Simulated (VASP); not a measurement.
ScAl3N4, 8 atoms in the cell. The structure is monoclinic, space group Cm (No. 8). The conventional cell has a = 11.529 Å, b = 3.209 Å, c = 5.604 Å, α = 90.00°, β = 119.04°, γ = 90.00°. Within 2.5 Å of Sc (site symmetry m) lie 4 N at 1.88 to 2.41 Å. Within 2.4 Å of Al (site symmetry m) lie 4 N at 1.84 to 2.38 Å. Al (site symmetry m) has 4 N at 1.87 to 2.36 Å within 2.5 Å. Al (site symmetry m) has 4 N at 1.86 to 2.37 Å within 2.5 Å. Within 2.5 Å of N (site symmetry m) lie 3 Al at 1.86 to 1.87 Å and 1 Sc at 2.41 Å. Within 2.5 Å of N (site symmetry m) lie 4 Al at 1.87 to 2.38 Å. Within 2.4 Å of N (site symmetry m) lie 2 Al at 1.84 to 2.36 Å and 2 Sc at 1.88 Å. N (site symmetry m) has 3 Al at 1.85 to 2.37 Å and 1 Sc at 1.90 Å within 2.5 Å.  This cell differs from its parent crystal: atoms displaced along a vibrational mode.

| Item | Value |
| --- | --- |
| Program | VASP 6.6.1 |
| Task | single point |
| Functional | PBEsol |
| Potentials or basis | VASP PAW PBE potentials, release 64 (Sc_sv, Al, N) |
| Cutoff | 520 eV |
| k mesh | 8 × 6 × 8 |
| Occupations | gaussian, width 0.01 eV |
| Spin | no spin polarisation |
| Dipole correction | no |
| Further INCAR settings | ALGO = Normal; EDIFF = 1e-07; NBANDS = 30 |

Potentials or basis: VASP PAW PBE potentials, release 64 (Sc_sv, Al, N).

The run is started by

```console
$ cat potpaw_PBE.64/Sc_sv/POTCAR potpaw_PBE.64/Al/POTCAR potpaw_PBE.64/N/POTCAR > POTCAR
$ mpirun -np 1 vasp_std > vasp.out
```

Hardware: 1 thread of Intel Xeon 8259CL, with other jobs on the host.

**Question.** Estimate the wall time of this run.

**Answer.** It took 9.4 min on 1 thread of Intel Xeon 8259CL, with other jobs on the host, peak memory 0.4 GiB. Counts: scf iterations 16, k points 114.
